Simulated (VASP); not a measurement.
Runs of VASP 6.6.1 on Pt. The structure is that of space group Fm-3m (No. 225), or close to it. The cells are those of the table. 

```tsv
cell	gap on the mesh (eV)	pressure (GPa)
a = 2.842, b = 2.769, c = 2.769 Å, angles 58.3, 59.1, 59.1°, 1 atom	none	12.1
a = 2.779, b = 2.769, c = 2.769 Å, angles 59.8, 59.9, 59.9°, 1 atom	none	(c)
a = 2.800, b = 2.769, c = 2.769 Å, angles 59.3, 59.6, 59.6°, 1 atom	none	(b)
a = 2.727, b = 2.769, c = 2.769 Å, angles 61.0, 60.5, 60.5°, 1 atom	none	(a)
a = 2.821, b = 2.769, c = 2.769 Å, angles 58.8, 59.4, 59.4°, 1 atom	none	11.6
a = 2.831, b = 2.769, c = 2.769 Å, angles 58.5, 59.3, 59.3°, 1 atom	none	11.8
a = 2.686, b = 2.770, c = 2.770 Å, angles 62.0, 61.0, 61.0°, 1 atom	none	12.3
a = 2.790, b = 2.769, c = 2.769 Å, angles 59.5, 59.8, 59.8°, 1 atom	none	11.3
```

Alike in all rows: task single point; level PBE; potentials or basis VASP PAW PBE potentials, release 64 (Pt); no spin polarisation; k mesh 10 × 10 × 10; cutoff (eV) 520; smearing gaussian 0.15 eV.

Fill in the values left out.

(a) 11.5; (b) 11.4; (c) 11.2.

Caveats: spin-orbit coupling is left out, which moves the levels of the heavy elements.

A k mesh can miss the band edges, and the runs leave out spin-orbit coupling on Pt.

A gap of «none» marks levels without a gap at the run's occupations.
